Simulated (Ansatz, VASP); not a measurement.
## LaAgGe2 in VASP and in Ansatz

The input INCAR:

```
ALGO = Normal
EDIFF = 1E-7
ENCUT = 520
GGA = PE
ISIF = 2
ISMEAR = 1
LASPH = True
LCHARG = True
LELF = True
LREAL = False
LVHAR = True
LWAVE = False
NBANDS = 60
NELM = 80
PREC = Accurate
SIGMA = 0.1432
```

KPOINTS

```
k-points
0
Gamma
  5 5 2
```

The input POSCAR:

```
LaAgGe2
1.0
    3.9978920000      0.0000000000      0.0000000000
    0.0000000000      3.9978920000      0.0000000000
    0.0000000000      0.0000000000      9.8933830000
Ag La Ge
2 2 4
Direct
    0.7500000000      0.2500000000      0.0000000000
    0.2500000000      0.7500000000      0.0000000000
    0.2500000000      0.2500000000      0.7651000000
    0.7500000000      0.7500000000      0.2349000000
    0.2500000000      0.2500000000      0.3220000000
    0.7500000000      0.7500000000      0.6780000000
    0.7500000000      0.2500000000      0.5000000000
    0.2500000000      0.7500000000      0.5000000000
```

Input for Ansatz:

```yaml
crystal:
  lattice:
    - [3.997892, 0.0, 0.0]
    - [0.0, 3.997892, 0.0]
    - [0.0, 0.0, 9.893383]
  atoms:
    - { symbol: Ag, position: [0.75, 0.25, 0.0] }
    - { symbol: Ag, position: [0.25, 0.75, 0.0] }
    - { symbol: La, position: [0.25, 0.25, 0.7651] }
    - { symbol: La, position: [0.75, 0.75, 0.2349] }
    - { symbol: Ge, position: [0.25, 0.25, 0.322] }
    - { symbol: Ge, position: [0.75, 0.75, 0.678] }
    - { symbol: Ge, position: [0.75, 0.25, 0.5] }
    - { symbol: Ge, position: [0.25, 0.75, 0.5] }
  symmetry: { tolerance: 0.0003 }
kpoints:
  mp_grid: { grid: [5, 5, 2], shift: [0, 0, 0] }
magnetization:
  spin_polarized: false
scf:
  occupations: { method: cold, width: 0.1432 }
hamiltonian:
  pseudopotentials: { kind: paw }
  xc: pbe
basis:
  ecutwfc: 420
output:
  forces: true
  stress: true
  eigenvalues: true
```

Alike in both runs: task single point; functional PBE; k mesh 5 × 5 × 2; no spin polarisation.

|  | VASP | Ansatz |
| --- | --- | --- |
| version | VASP 6.6.1 | Ansatz 0.2.0 |
| potentials or method | VASP PAW PBE potentials, release 64 (Ag, La, Ge_d), cutoff 520 eV | PAW plane waves |
| occupations | methfessel-paxton of order 1, width 0.1432 eV | cold, width 0.1432 eV |
| valence electrons in the cell | 100 | 116 |

|  | VASP | Ansatz | Ansatz less VASP |
| --- | --- | --- | --- |
| gap on the k mesh at the Fermi level (eV) | none | none | - |
| pressure (GPa) | 15.1 | 15.1 | +0.04 |
| traceless stress, the component that is largest in VASP (GPa) | -1.27 | -1.20 | +0.075 |
| rms of the force components (eV/Å) | 0.295 | 0.292 | -0.0031 |

Atom by atom the forces differ by 0.010 eV/Å (rms over components). A gap of «none» marks a metal or a gap that the smearing closes. VASP's potentials hold 100 valence electrons a cell and Ansatz's 116, so a difference there can come from the potentials and not from the codes.

Spin-orbit coupling is off throughout.
